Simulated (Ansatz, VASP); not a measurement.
## One calculation of Si, two programs

```xyz
2
Lattice="0.0000 2.7007 2.7007 2.7007 0.0000 2.7007 2.7007 2.7007 0.0000" Properties=species:S:1:pos:R:3 pbc="T T T"
Si    0.0000    0.0000    0.0000
Si    1.3504    1.3504    1.3504
```

Alike in both runs: functional LDA; k mesh 10 × 10 × 10; occupations gaussian, width 0.02 eV; no spin polarisation.

Ansatz relaxed the structure, and its values are those at the end. VASP's run is a single point on that final structure, the one shown.

|  | VASP | Ansatz |
| --- | --- | --- |
| version | VASP 6.6.1 | Ansatz 0.2.0 |
| potentials or method | VASP PAW LDA potentials, release 64 (Si), cutoff 500 eV | scalar-relativistic, plane waves, PAW |
| valence electrons in the cell | 8 | 8 |

Ansatz gave:

* gap on the k mesh at the Fermi level (eV): 0.45
* least direct gap on the mesh (eV): 2.53
* pressure (GPa): 0.0

Problem. Which values does VASP return?

Solution. gap on the k mesh at the Fermi level (eV): 0.45; least direct gap on the mesh (eV): 2.53; pressure (GPa): 0.1.

Ansatz warns that its potentials were made for another functional, while VASP's fit it. LDA's correlation is that of Perdew and Zunger in VASP and of Perdew and Wang (1992) in Ansatz.
